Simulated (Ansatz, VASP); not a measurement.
Si3C2 in VASP and in Ansatz

The input INCAR:

```
SYSTEM = Si3C2
PREC = Accurate
ENCUT = 520
EDIFF = 1E-6
ISMEAR = 0
SIGMA = 0.1
LREAL = .FALSE.
LASPH = .TRUE.
NELM = 150
ALGO = Normal
ISIF = 2
LWAVE = .FALSE.
LCHARG = .FALSE.
ISPIN = 2
MAGMOM = 0 0 0 0 0 0 1 1 1 1
LORBIT = 11
GGA = PE
NBANDS = 35
```

The input KPOINTS:

```
regular mesh
0
G
  6 6 1
  0 0 0
```

Contents of POSCAR:

```
Si3C2
1.0
    2.7243899600      0.0000000000      0.0000000000
   -1.3621949800      2.3593909200      0.0000000000
    0.0000000000      0.0000000000     22.1585041900
Si C
6 4
Direct
    0.3333333300      0.6666666700      0.4000000000
    0.3333333300      0.6666666700      0.6000000000
    0.6666666700      0.3333333300      0.9000000000
    0.6666666700      0.3333333300      0.1000000000
    0.6666666700      0.3333333300      0.3000000000
    0.6666666700      0.3333333300      0.7000000000
    0.3333333300      0.6666666700      0.8000000000
    0.3333333300      0.6666666700      0.0000000000
    0.3333333300      0.6666666700      0.2000000000
    0.6666666700      0.3333333300      0.5000000000
```

Input for Ansatz:

```yaml
crystal:
  lattice:
    - [2.72438996, 0.0, 0.0]
    - [-1.36219498, 2.35939092, 0.0]
    - [0.0, 0.0, 22.15850419]
  atoms:
    - { symbol: Si, position: [0.33333333, 0.66666667, 0.4] }
    - { symbol: Si, position: [0.33333333, 0.66666667, 0.6] }
    - { symbol: Si, position: [0.66666667, 0.33333333, 0.9] }
    - { symbol: Si, position: [0.66666667, 0.33333333, 0.1] }
    - { symbol: Si, position: [0.66666667, 0.33333333, 0.3] }
    - { symbol: Si, position: [0.66666667, 0.33333333, 0.7] }
    - { symbol: C, position: [0.33333333, 0.66666667, 0.8], spin: 1.0 }
    - { symbol: C, position: [0.33333333, 0.66666667, 0.0], spin: 1.0 }
    - { symbol: C, position: [0.33333333, 0.66666667, 0.2], spin: 1.0 }
    - { symbol: C, position: [0.66666667, 0.33333333, 0.5], spin: 1.0 }
basis:
  ecutwfc: 420
kpoints:
  mp_grid: { grid: [6, 6, 1] }
hamiltonian:
  xc: pbe
scf:
  occupations: { method: gaussian, width: 0.1 }
  lower_state_search: "off"
output:
  forces: true
  stress: true
  eigenvalues: true
  populations: true
magnetization:
  spin_polarized: true
```

Alike in both runs: task single point; functional PBE; k mesh 6 × 6 × 1; occupations gaussian, width 0.1 eV; collinear spin.

|  | VASP | Ansatz |
| --- | --- | --- |
| version | VASP 6.6.1 | Ansatz 0.2.0 |
| potentials or method | VASP PAW PBE potentials, release 64 (Si, C), cutoff 520 eV | scalar-relativistic, plane waves, PAW |
| valence electrons in the cell | 40 | 40 |

|  | VASP | Ansatz | Ansatz less VASP |
| --- | --- | --- | --- |
| gap on the k mesh at the Fermi level (eV) | none | none | - |
| pressure (GPa) | -16.2 | -16.2 | 0.00 |
| traceless stress, the component that is largest in VASP (GPa) | -5.63 | -5.65 | -0.024 |
| rms of the force components (eV/Å) | 0.680 | 0.682 | +0.0014 |
| net moment per atom (μB) | 0.00 | 0.00 | 0.000 |

Atom by atom the forces differ by 0.001 eV/Å (rms over components). A gap of «none» marks a metal or a gap that the smearing closes. Ansatz's warnings: seeded moment not kept.

The k mesh is coarse, so the values compare programs but aren't converged.
